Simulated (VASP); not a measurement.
A run of VASP 6.6.1:

File INCAR:

```
PREC     = Accurate       # precision mode
ENCUT    = 520            # plane-wave cutoff, eV
EDIFF    = 1E-6           # SCF threshold, eV
ISMEAR   = 0              # smearing method
SIGMA    = 0.05           # smearing width, eV
LREAL    = False          # projectors in reciprocal space
LASPH    = True           # aspherical terms in the spheres
NELM     = 150            # most SCF steps
ALGO     = Normal         # electronic algorithm
ISIF     = 2              # what is computed and relaxed
LWAVE    = False          # write WAVECAR
LCHARG   = True           # write CHGCAR
ISPIN    = 2              # spin polarisation
MAGMOM   = 1.5 1.5 1.5 1.5 # initial moments
LORBIT   = 11             # projections on sites
LMAXMIX  = 4              # l up to which the mixer works
GGA      = PE             # functional
LELF     = True           # ELF
LVHAR    = True         
NBANDS   = 32             # bands
```

The input KPOINTS:

```
regular mesh
0
Gamma
  1 1 13
```

Contents of POSCAR:

```
Pt
1.0
   11.7000000000      0.0000000000      0.0000000000
    0.0000000000      9.3000000000      0.0000000000
    0.0000000000      0.0000000000      4.8872734226
Pt
4
Direct
    0.3947397533      0.5000000000      0.0000000000
    0.3947397533      0.5000000000      0.5000000000
    0.6052602467      0.5000000000      0.0000000000
    0.6052602467      0.5000000000      0.5000000000
```

Potentials or basis: VASP PAW PBE potentials, release 64 (Pt).

Command:

```bash
$ cat potpaw_PBE.64/Pt/POTCAR > POTCAR
$ mpirun -np 1 vasp_std > vasp.out
```

Hardware: 1 thread of AMD EPYC 9R45 96-Core Processor (Zen 5), on a shared host.

**Question.** Estimate the wall time of this run.

**Answer.** Wall time 3.9 min on 1 thread of AMD EPYC 9R45 96-Core Processor (Zen 5) (shared host), peak memory 0.71 GiB. Counts: scf iterations 27, k points 7.
